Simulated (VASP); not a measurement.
A run of VASP 6.6.1:

File INCAR:

```
PREC = Accurate
ENCUT = 520
EDIFF = 1E-6
ISMEAR = 0
SIGMA = 0.15
LREAL = F
LASPH = T
NELM = 60
ALGO = Fast
ISIF = 2
LWAVE = F
LCHARG = T
GGA = PE
LELF = T
LVHAR = T
NBANDS = 21
```

KPOINTS

```
regular mesh
0
Gamma
  12 12 12
```

Contents of POSCAR:

```
Sn
1.0
    0.0000000000      3.1644600000      3.2456000000
    3.3267400000      0.0000000000      3.2456000000
    3.3267400000      3.1644600000      0.0000000000
Sn
2
Direct
    0.5000000000      0.5000000000      0.5000000000
    0.7500000000      0.7500000000      0.7500000000
```

Potentials or basis: VASP PAW PBE potentials, release 64 (Sn_d).

Command:

```console
$ cat potpaw_PBE.64/Sn_d/POTCAR > POTCAR
$ mpirun -np 1 vasp_std > vasp.out
```

Hardware: 1 thread of Intel Xeon 8259CL (shared host).

Question: How long does it take, and how much memory?

Answer: It took 8.9 min on 1 thread of Intel Xeon 8259CL, on a shared host, peak memory 0.44 GiB. Counts: scf iterations 13, k points 280.
